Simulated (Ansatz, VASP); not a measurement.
I: VASP beside Ansatz

```
CELL_PARAMETERS angstrom
-2.08937 2.08937 2.08937
2.08937 -2.08937 2.08937
2.08937 2.08937 -2.08937
ATOMIC_POSITIONS crystal
I 0.00000 0.00000 0.00000
```

Alike in both runs: task single point; functional LDA; k mesh 7 × 7 × 7; occupations fermi-dirac, width 0.05 eV; non-collinear spin, spin-orbit coupling.

|  | VASP | Ansatz |
| --- | --- | --- |
| version | VASP 6.6.1 | Ansatz 0.2.0 |
| potentials or method | VASP PAW LDA potentials, release 64 (I) | plane waves, PAW |
| plane-wave cutoff (eV) | 500 | 420 |
| valence electrons in the cell | 7 | 17 |

|  | VASP | Ansatz | Ansatz less VASP |
| --- | --- | --- | --- |
| net moment per atom (μB) | 0.00 | 0.00 | 0.000 |

LDA's correlation is that of Perdew and Zunger in VASP and of Perdew and Wang (1992) in Ansatz. VASP's potentials hold 7 valence electrons a cell and Ansatz's 17, so a difference there can come from the potentials and not from the codes.
